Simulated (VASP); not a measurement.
# Fe (I4/mmm) in VASP: notebook

The runs below take Fe through single point, relaxation of cell and atoms, with r2SCAN.

All numbers are computed with VASP 6.6.1; they aren't measurements. Logs are shortened: lines on timing, memory, paths and dates and some standing lists are left out, and cuts for length are marked.

## (1) The cell of the first run

Symmetry: I4/mmm, No. 139, tetragonal system. Conventional cell: a = 2.465 Å, b = 2.465 Å, c = 7.221 Å, α = 90.00°, β = 90.00°, γ = 90.00°. Fe (site symmetry 4mm) has 9 Fe at 2.15 to 2.46 Å within 2.8 Å.

## (2) Single point, r2SCAN

Contents of POSCAR:

```
Fe
1.0
   -1.2324727939      1.2324727939      3.6107022369
    1.2324727939     -1.2324727939      3.6107022369
    1.2324727939      1.2324727939     -3.6107022369
Fe
2
Direct
    0.8513469090      0.8513469090      0.0000000000
    0.1486530910      0.1486530910      0.0000000000
```

Contents of INCAR.step1:

```
PREC     = Accurate       # precision mode
ENCUT    = 520            # plane-wave cutoff, eV
ISMEAR   = 0              # smearing method
SIGMA    = 0.1            # smearing width, eV
LREAL    = F              # projectors in reciprocal space
LASPH    = T              # aspherical terms in the spheres
NELM     = 100            # most SCF steps
NBANDS   = 15             # bands
GGA      = PE             # functional
ALGO     = Normal         # electronic algorithm
EDIFF    = 1E-4           # SCF threshold, eV
LWAVE    = T              # write WAVECAR
LCHARG   = F              # write CHGCAR
```

Contents of INCAR.step2:

```
PREC     = Accurate       # precision mode
ENCUT    = 520            # plane-wave cutoff, eV
EDIFF    = 1E-6           # SCF threshold, eV
ISMEAR   = 0              # smearing method
SIGMA    = 0.1            # smearing width, eV
LREAL    = F              # projectors in reciprocal space
LASPH    = T              # aspherical terms in the spheres
NELM     = 100            # most SCF steps
ALGO     = Normal         # electronic algorithm
ISIF     = 2              # what is computed and relaxed
LWAVE    = F              # write WAVECAR
LCHARG   = T              # write CHGCAR
METAGGA  = R2SCAN         # meta-GGA
LMIXTAU  = T            
LELF     = T              # ELF
LVHAR    = T            
NBANDS   = 15             # bands
ISTART   = 1
```

Contents of KPOINTS:

```
regular mesh
0
Gamma
  10 10 10
```

Potentials or basis: VASP PAW PBE potentials, release 64 (Fe).

On the command line:

```
> cat potpaw_PBE.64/Fe/POTCAR > POTCAR
> cp INCAR.step1 INCAR
> mpirun -np 1 vasp_std > vasp.out
> cp INCAR.step2 INCAR
> mpirun -np 1 vasp_std > vasp.out
```

OUTCAR:

```text
PREC = Accurate
   ENCUT = 520
   EDIFF = 1E-6
   ISMEAR = 0
   LREAL = F
   LASPH = T
   NELM = 100
   ISIF = 2
   METAGGA = R2SCAN
   ISTART = 1

 ion  position               nearest neighbor table
   1  0.851  0.851  0.000-   2 2.15   2 2.28   2 2.28   2 2.28   2 2.28
   2  0.149  0.149  0.000-   1 2.15   1 2.28   1 2.28   1 2.28   1 2.28

  LATTYP: Found a body centered tetragonal cell.
 ALAT       =     2.4649455878
 C/A-ratio  =     2.9296405201

  Lattice vectors:

 A1 = (  -1.2324727939,   1.2324727939,   3.6107022369)
 A2 = (   1.2324727939,  -1.2324727939,   3.6107022369)
 A3 = (   1.2324727939,   1.2324727939,  -3.6107022369)

Analysis of symmetry for initial positions (statically):
=====================================================================
 Subroutine PRICEL returns:
 Original cell was already a primitive cell.

 Routine SETGRP: Setting up the symmetry group for a
 body centered tetragonal supercell.

 Subroutine GETGRP returns: Found 16 space group operations
 (whereof 16 operations were pure point group operations)
 out of a pool of 16 trial point group operations.

The static configuration has the point symmetry D_4h.

Analysis of symmetry for dynamics (positions and initial velocities):
=====================================================================
 Subroutine PRICEL returns:
 Original cell was already a primitive cell.

 Routine SETGRP: Setting up the symmetry group for a
 body centered tetragonal supercell.

 Subroutine GETGRP returns: Found 16 space group operations
 (whereof 16 operations were pure point group operations)
 out of a pool of 16 trial point group operations.

The dynamic configuration has the point symmetry D_4h.

 Subroutine INISYM returns: Found 16 space group operations
 (whereof 16 operations are pure point group operations),
 and found     1 'primitive' translations

----------------------------------------------------------------------------------------

                                     Primitive cell

  volume of cell :      21.9385

  direct lattice vectors                    reciprocal lattice vectors
    -1.232472794  1.232472794  3.610702237     0.000000000  0.405688468  0.138477218
     1.232472794 -1.232472794  3.610702237     0.405688468  0.000000000  0.138477218
     1.232472794  1.232472794 -3.610702237     0.405688468  0.405688468  0.000000000

  length of vectors
     4.009382623  4.009382623  4.009382623     0.428671288  0.428671288  0.573730134

  position of ions in fractional coordinates (direct lattice)
     0.851346909  0.851346909  0.000000000
     0.148653091  0.148653091  0.000000000

  ion indices of the primitive-cell ions
   primitive index   ion index
                 1           1
                 2           2

----------------------------------------------------------------------------------------

 KPOINTS: regular mesh

Automatic generation of k-mesh.
 Grid dimensions read from file:
 generate k-points for:   10   10   10

 Generating k-lattice:

  Cartesian coordinates                     Fractional coordinates (reciprocal lattice)
     0.000000000  0.040568847  0.013847722     0.100000000  0.000000000  0.000000000
     0.040568847  0.000000000  0.013847722     0.000000000  0.100000000  0.000000000
     0.040568847  0.040568847  0.000000000     0.000000000  0.000000000  0.100000000

  Length of vectors
     0.042867129  0.042867129  0.057373013

  Shift w.r.t. Gamma in fractional coordinates (k-lattice)
     0.000000000  0.000000000  0.000000000

 Subroutine IBZKPT returns following result:
 ===========================================

 Found    102 irreducible k-points:

 Following reciprocal coordinates:
            Coordinates               Weight
  0.000000  0.000000  0.000000      1.000000
  0.100000 -0.000000  0.000000      8.000000
  0.200000 -0.000000  0.000000      8.000000
  0.300000 -0.000000  0.000000      8.000000
  0.400000 -0.000000  0.000000      8.000000
  0.500000 -0.000000  0.000000      4.000000
[... 16 lines left out ...]
  0.300000  0.300000  0.000000      8.000000
  0.400000  0.300000  0.000000     16.000000
 [... further k-points ...]
   k-points           NKPTS =    102   k-points in BZ     NKDIM =    102   number of bands    NBANDS=     15
   number of dos      NEDOS =    301   number of ions     NIONS =      2
   total plane-waves  NPLWV =  27000
   dimension x,y,z NGX =    30 NGY =   30 NGZ =   30
   dimension x,y,z NGXF=    60 NGYF=   60 NGZF=   60
   ions per type =               2
   NGX,Y,Z   is equivalent  to a cutoff of  12.44, 12.44, 12.44 a.u.
   NGXF,Y,Z  is equivalent  to a cutoff of  24.88, 24.88, 24.88 a.u.
 SYSTEM =  unknown system
   PREC   = accura    normal or accurate (medium, high low for compatibility)
   ISTART =      1    job   : 0-new  1-cont  2-samecut
   ICHARG =      0    charge: 1-file 2-atom 10-const
   ISPIN  =      1    spin polarized calculation?
   LNONCOLLINEAR =      F non collinear calculations
[... 29 lines left out ...]
   METAGGA = R2SCAN    functional components
   LHFCALC =     F    Hartree Fock is set to
   AEXX    =    0.0000 exact exchange contribution
   IVDW    =     0    specifies the selected vdW correction
   LEPSILON=     F    determine dielectric tensor
   LRPA    =     F    only Hartree local field effects (RPA)
 non-spin polarized calculation
 Gauss-broadening in eV      SIGMA  =   0.10
  energy-cutoff  :      520.00
  volume of cell :       21.94
 maximum number of plane-waves:       609
 NGX is ok and might be reduce to    30
   NGX = 15   NGY = 15   NGZ = 15

 number of electron      15.9999997 magnetization

 Free energy of the ion-electron system (eV)
  ---------------------------------------------------
  ext. energy  EPLUGINS =         0.00000000
  ---------------------------------------------------
  free energy    TOTEN  =       -26.55917414 eV

  energy without entropy =      -26.54909110  energy(sigma->0) =      -26.55413262

 E-fermi :   5.9751     XC(G=0): -14.3370

 val. band max:        5.9691488495   @ k =   0.4000   0.2000   0.1000
 cond. band min:       5.9933407183   @ k =  -0.1000  -0.4000   0.1000
 fundamental gap:      0.0241918689
 Fermi energy:         5.9751081628

 k-point     1 :       0.0000    0.0000    0.0000
  band No.  band energies     occupation
      1      -2.7822      2.00000
      2       1.8216      2.00000
      3       2.0469      2.00000
      4       3.8756      2.00000
      5       3.9377      2.00000
      6       5.0857      2.00000
      7       5.0857      2.00000
      8       5.7286      1.99951
      9       5.8948      1.74395
     10       5.8948      1.74391
     11       7.0854      0.00000
     12       9.6403      0.00000
     13      16.2816      0.00000
     14      26.9318      0.00000
     15      26.9318      0.00000

 k-point     2 :       0.1000   -0.0000    0.0000
  band No.  band energies     occupation
      1      -2.4635      2.00000
      2       1.9497      2.00000
      3       2.1507      2.00000
      4       3.7678      2.00000
      5       4.0606      2.00000
      6       4.9869      2.00000
      7       4.9922      2.00000
      8       5.3877      2.00000
      9       5.5909      2.00000
     10       6.2178      0.00060
     11       7.0410      0.00000
     12      10.1601      0.00000
     13      16.5392      0.00000
     14      23.8826      0.00000
     15      25.0490      0.00000

 k-point     3 :       0.2000   -0.0000    0.0000
  band No.  band energies     occupation
      1      -1.5593      2.00000
      2       2.0552      2.00000
      3       2.6058      2.00000
      4       3.2565      2.00000
      5       4.4562      2.00000
      6       4.7156      2.00000
      7       4.8571      2.00000
      8       5.0393      2.00000
      9       5.4031      2.00000
     10       6.4878      0.00000
     11       6.9769      0.00000
     12      10.9523      0.00000
     13      17.0646      0.00000
     14      20.1350      0.00000
     15      22.2664      0.00000
[... 343 lines left out ...]
 k-point    23 :       0.3000    0.3000    0.0000
  band No.  band energies     occupation
      1       1.7218      2.00000
      2       2.2364      2.00000
      3       2.3821      2.00000
      4       2.5466      2.00000
      5       4.0999      2.00000
      6       4.2365      2.00000
      7       4.9143      2.00000
      8       5.8107      1.97994
      9       6.4606      0.00000
     10       7.0702      0.00000
     11       7.9407      0.00000
     12      11.6681      0.00000
     13      14.9811      0.00000
     14      18.5874      0.00000
     15      22.8399      0.00000

 k-point    24 :       0.4000    0.3000    0.0000
  band No.  band energies     occupation
      1       1.8725      2.00000
      2       2.0509      2.00000
      3       2.2754      2.00000
      4       2.6230      2.00000
      5       4.0045      2.00000
      6       4.6933      2.00000
      7       4.9852      2.00000
      8       6.0109      0.61246
      9       6.9932      0.00000
     10       7.2199      0.00000
     11       9.3941      0.00000
     12      12.2956      0.00000
     13      12.5843      0.00000
     14      19.1330      0.00000
     15      21.3320      0.00000

 [... further k-points ...]
[... 5 lines left out ...]
  --------------------------------------------------------------------------------------
  -------------------------------------------------------------------------------------
  Total        0.0544505      0.0544505     -0.0604680      0.0000000      0.0000000      0.0000000
  in kB        3.9765460      3.9765460     -4.4160062      0.0000000      0.0000000      0.0000000
  external PRESSURE =       1.1790286 kB  Pullay stress =       0.0000000 kB

 VOLUME and BASIS-vectors are now :
 -----------------------------------------------------------------------------
  energy-cutoff  :      520.00
  volume of cell :       21.94
      direct lattice vectors                 reciprocal lattice vectors
    -1.232472794  1.232472794  3.610702237     0.000000000  0.405688468  0.138477218
     1.232472794 -1.232472794  3.610702237     0.405688468  0.000000000  0.138477218
     1.232472794  1.232472794 -3.610702237     0.405688468  0.405688468  0.000000000

 POSITION                                       TOTAL-FORCE (eV/Angst)
 -----------------------------------------------------------------------------------
      0.00000      0.00000      6.14792        -0.000000     -0.000000      0.040742
      0.00000      0.00000      1.07348         0.000000      0.000000     -0.040742
 -----------------------------------------------------------------------------------
    total drift:                               -0.000000     -0.000000      0.000000

  FREE ENERGIE OF THE ION-ELECTRON SYSTEM (eV)
  ---------------------------------------------------
  free  energy   TOTEN  =       -26.5591741365 eV

  energy  without entropy=      -26.5490910985  energy(sigma->0) =      -26.55413262
```

Run time: 2.5 min. Hardware: 1 thread of Intel Xeon Platinum 8375C at 2.90GHz (Ice Lake), shared host; peak memory 0.18 GiB.

What came out:

```yaml
Free_energy: -26.5592 eV
Pressure: 0.1 GPa
Largest_force: 0.041 eV/Å
Band_gap_on_the_k_mesh: zero (band 8 reaches 7.20 eV, above the bottom of band 9 at 5.11 eV)
```

Forces on the atoms (eV/Å):
```
Fe   0.000  0.000  0.041
Fe   0.000  0.000 -0.041
```

Stress tensor (GPa, compression positive):
```
 0.40  0.00  0.00
 0.00  0.40  0.00
 0.00  0.00 -0.44
```

Levels at points of the mesh, in eV from the Fermi level:
```tsv
k point	band 5	band 6	band 7	band 8	band 9	band 10	band 11	band 12
(0.00, 0.00, 0.00)	-2.04	-0.89	-0.89	-0.25	-0.08	-0.08	1.11	3.67
(0.50, 0.00, 0.00)	-1.82	-1.58	-1.13	-0.30	0.53	1.16	2.15	3.89
(0.50, 0.50, 0.00)	-1.90	-1.25	1.04	1.23	1.33	1.42	3.55	8.22
(0.50, 0.50, 0.50)	-1.92	-1.92	-1.45	-0.11	0.96	1.24	1.33	1.33
```

Caveat: the k points lie up to 0.36 Å⁻¹ apart; the PAW data sets were made with another functional, which shifts forces and pressure a little; the run has no spin polarisation, though such a crystal can be magnetic.

## (3) Relaxation of cell and atoms, r2SCAN

POSCAR is that of step 2.

Contents of INCAR.step1:

```
PREC     = Accurate       # precision mode
ENCUT    = 600            # plane-wave cutoff, eV
ISMEAR   = 0              # smearing method
SIGMA    = 0.1            # smearing width, eV
LREAL    = False          # projectors in reciprocal space
LASPH    = True           # aspherical terms in the spheres
NELM     = 100            # most SCF steps
GGA      = PE             # functional
ALGO     = Normal         # electronic algorithm
EDIFF    = 1E-4           # SCF threshold, eV
LWAVE    = True           # write WAVECAR
LCHARG   = False          # write CHGCAR
```

Contents of INCAR.step2:

```
PREC     = Accurate       # precision mode
ENCUT    = 600            # plane-wave cutoff, eV
EDIFF    = 1E-6           # SCF threshold, eV
ISMEAR   = 0              # smearing method
SIGMA    = 0.1            # smearing width, eV
LREAL    = False          # projectors in reciprocal space
LASPH    = True           # aspherical terms in the spheres
NELM     = 100            # most SCF steps
ALGO     = Normal         # electronic algorithm
ISIF     = 3              # what is computed and relaxed
LWAVE    = False          # write WAVECAR
LCHARG   = False          # write CHGCAR
METAGGA  = R2SCAN         # meta-GGA
LMIXTAU  = True         
IBRION   = 2              # ionic algorithm
NSW      = 90             # ionic steps
EDIFFG   = -0.04          # ionic threshold
ISTART   = 1
```

KPOINTS is that of step 2.

Potentials or basis: VASP PAW PBE potentials, release 64 (Fe).

On the command line:

```
> cat potpaw_PBE.64/Fe/POTCAR > POTCAR
> cp INCAR.step1 INCAR
> mpirun -np 1 vasp_std > vasp.out
> cp INCAR.step2 INCAR
> mpirun -np 1 vasp_std > vasp.out
```

Wall time 2.4 min (1 thread of Intel Xeon Platinum 8375C at 2.90GHz (Ice Lake), shared host); peak memory 0.2 GiB.

The run converged. Its results:

```yaml
Free_energy: -26.5594 eV
Relaxed_volume: 10.97 Å³/atom
Relaxed_cell: a = 4.004 Å, b = 4.004 Å, c = 4.004 Å, α = 144.11°, β = 144.11°, γ = 51.66°
Space_group_after_relaxing_to_0.05_Å: I4/mmm (No. 139)
Energy_gained_by_relaxing: 0.0 meV/atom
Ionic_steps: 2
Pressure_after_relaxing: -0.1 GPa
Largest_force_after_relaxing: 0.035 eV/Å
Band_gap_on_the_k_mesh: zero (band 8 reaches 7.19 eV, above the bottom of band 9 at 5.12 eV)
```

Forces on the atoms (eV/Å):
```
Fe   0.000  0.000 -0.035
Fe   0.000  0.000  0.035
```

Stress tensor (GPa, compression positive):
```
-0.24  0.00  0.00
 0.00 -0.24  0.00
 0.00  0.00  0.07
```

Final structure:
```yaml
crystal:
  lattice:
    - [-1.23380, 1.23380, 3.60422]
    - [1.23380, -1.23380, 3.60422]
    - [1.23380, 1.23380, -3.60422]
  atoms:
    - { symbol: Fe, position: [0.85162, 0.85162, 0.00000] }
    - { symbol: Fe, position: [0.14838, 0.14838, 0.00000] }
```

Levels at points of the mesh, in eV from the Fermi level:
```csv
k point,band 6,band 7,band 8,band 9,band 10,band 11
"(0.00, 0.00, 0.00)",-0.88,-0.88,-0.26,-0.11,-0.11,1.10
"(0.50, 0.00, 0.00)",-1.59,-1.12,-0.30,0.51,1.16,2.14
"(0.50, 0.50, 0.00)",-1.27,1.05,1.21,1.32,1.42,3.52
"(0.50, 0.50, 0.50)",-1.94,-1.44,-0.11,0.94,1.25,1.33
```

Caveat: the k points lie up to 0.36 Å⁻¹ apart in the final cell; the PAW data sets were made with another functional, which shifts forces and pressure a little; the run has no spin polarisation, though such a crystal can be magnetic. Spin polarisation is off, so any magnetic state and its effect on volume and gap are missing.

## (4) Single point, r2SCAN

POSCAR is that of step 3.

Contents of INCAR.step1:

```
PREC = Accurate
ENCUT = 660
ISMEAR = 0
SIGMA = 0.1
LREAL = False
LASPH = True
NELM = 120
NBANDS = 23
GGA = PE
ALGO = Normal
EDIFF = 1E-5
LWAVE = True
LCHARG = False
GGA_COMPAT = False
```

Contents of INCAR.step2:

```
PREC = Accurate
ENCUT = 660
EDIFF = 1E-6
ISMEAR = 0
SIGMA = 0.1
LREAL = False
LASPH = True
NELM = 120
ALGO = Normal
ISIF = 2
LWAVE = False
LCHARG = False
METAGGA = R2SCAN
LMIXTAU = True
NBANDS = 23
ISTART = 1
GGA_COMPAT = False
```

Contents of KPOINTS:

```
Automatic mesh
0
Gamma
  10 10 10
```

Potentials or basis: VASP PAW PBE potentials, release 64 (Fe_sv).

On the command line:

```
> cat potpaw_PBE.64/Fe_sv/POTCAR > POTCAR
> cp INCAR.step1 INCAR
> mpirun -np 1 vasp_std > vasp.out
> cp INCAR.step2 INCAR
> mpirun -np 1 vasp_std > vasp.out
```

Run time: 8 min. Hardware: 1 thread of AMD EPYC 9R14 (Zen 4), shared host; peak memory 0.21 GiB.

Results (log left out):

- Free energy: -26.7706 eV
- Pressure: -2.4 GPa
- Largest force: 0.008 eV/Å
- Band gap on the k mesh: zero (band 16 reaches 13.70 eV, above the bottom of band 17 at 11.59 eV)

Forces in eV/Å, atoms in the order of the input:
```
Fe   0.000  0.000 -0.008
Fe   0.000  0.000  0.008
```

Levels at points of the mesh, in eV from the Fermi level:
```
           k point  band 14  band 15  band 16  band 17  band 18  band 19
(0.00, 0.00, 0.00)    -0.89    -0.89    -0.24    -0.07    -0.07     1.13
(0.50, 0.00, 0.00)    -1.59    -1.14    -0.30     0.54     1.18     2.16
(0.50, 0.50, 0.00)    -1.25     1.06     1.25     1.35     1.44     3.44
(0.50, 0.50, 0.50)    -1.92    -1.45    -0.10     0.97     1.26     1.36
```

Caveat: the k points lie up to 0.36 Å⁻¹ apart; the PAW data sets were made with another functional, which shifts forces and pressure a little; the run has no spin polarisation, though such a crystal can be magnetic. Spin polarisation is off, so any magnetic state and its effect on volume and gap are missing.

## (5) The runs side by side

```csv
task,potentials or basis,cell,cutoff (eV),second run,gap on the mesh (eV),pressure (GPa),largest force (eV/Å)
single point,"VASP PAW PBE potentials, release 64 (Fe)",as given,520,-,none,0.1,0.04
relaxation of cell and atoms,"VASP PAW PBE potentials, release 64 (Fe)",relaxed,600,-,none,-0.1,0.04
single point,"VASP PAW PBE potentials, release 64 (Fe_sv)",as given,660,valence_matched,none,-2.4,0.01
```

Alike in all rows: level r2SCAN; no spin polarisation; k mesh 10 × 10 × 10; smearing gaussian 0.1 eV.

Caveats: all runs use coarse meshes; the PAW data sets were made with another functional, which shifts forces and pressure a little; the run has no spin polarisation, though such a crystal can be magnetic.

Absolute energies hang on the potentials; compare differences alone.
